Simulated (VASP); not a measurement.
Set up this calculation in VASP 6.6.1, as the native input.

| Property | Result |
| --- | --- |
| Task | relaxation of the atoms |
| Functional | LDA |
| Potentials or basis | VASP PAW LDA potentials, release 64 (Hf_pv, O) |
| Cutoff | 520 eV |
| k mesh | 6 × 6 × 8 |
| Occupations | gaussian, width 0.02 eV |
| Spin | no spin polarisation |
| Dipole correction | no |
| Further INCAR settings | ALGO = Normal; EDIFF = 1e-06; IBRION = 2; EDIFFG = -0.008; NSW = 60 |

The structure of HfO2 lies in POSCAR:

```
HfO2
1.0
    4.7888991402      0.0000000000      0.0000000000
    0.0000000000      4.7888991402      0.0000000000
    0.0000000000      0.0000000000      3.1221022682
Hf O
2 4
Direct
    0.0000000000      0.0000000000      0.0000000000
    0.5000000000      0.5000000000      0.5000000000
    0.1951075730      0.8048924270      0.5000000000
    0.3048924270      0.3048924270      0.0000000000
    0.6951075730      0.6951075730      0.0000000000
    0.8048924270      0.1951075730      0.5000000000
```

This cell differs from its parent crystal: strain along c alone, the other axes held: -2.0 %.

These files were run (other wordings do the same):

INCAR

```
PREC     = Accurate       # precision mode
ENCUT    = 520            # plane-wave cutoff, eV
EDIFF    = 1E-6           # SCF threshold, eV
ISMEAR   = 0              # smearing method
SIGMA    = 0.02           # smearing width, eV
LREAL    = False          # projectors in reciprocal space
LASPH    = True           # aspherical terms in the spheres
NELM     = 60             # most SCF steps
ALGO     = Normal         # electronic algorithm
ISIF     = 2              # what is computed and relaxed
LWAVE    = False          # write WAVECAR
LCHARG   = False          # write CHGCAR
IBRION   = 2              # ionic algorithm
NSW      = 60             # ionic steps
EDIFFG   = -0.008         # ionic threshold
```

KPOINTS

```
regular mesh
0
Gamma
  6 6 8
```

Potentials or basis: VASP PAW LDA potentials, release 64 (Hf_pv, O).

Run with:

```bash
$ cat potpaw_LDA.64/Hf_pv/POTCAR potpaw_LDA.64/O/POTCAR > POTCAR
$ mpirun -np 1 vasp_std > vasp.out
```

Results of the run:

* Energy gained by relaxing: 0.5 meV/atom
* Ionic steps: 3
* Pressure after relaxing: 3.7 GPa
* Band gap on the k mesh: 3.83 eV

Caveat: the cell differs from its parent crystal (strain along c alone, the other axes held: -2.0 %); spin-orbit coupling is left out, which moves the levels of the heavy elements.

Run time: 2.7 min on 1 thread of Intel(R) Xeon(R) Platinum 8259CL CPU @ 2.50GHz (Skylake/Cascade Lake) (shared host), peak memory 0.21 GiB.
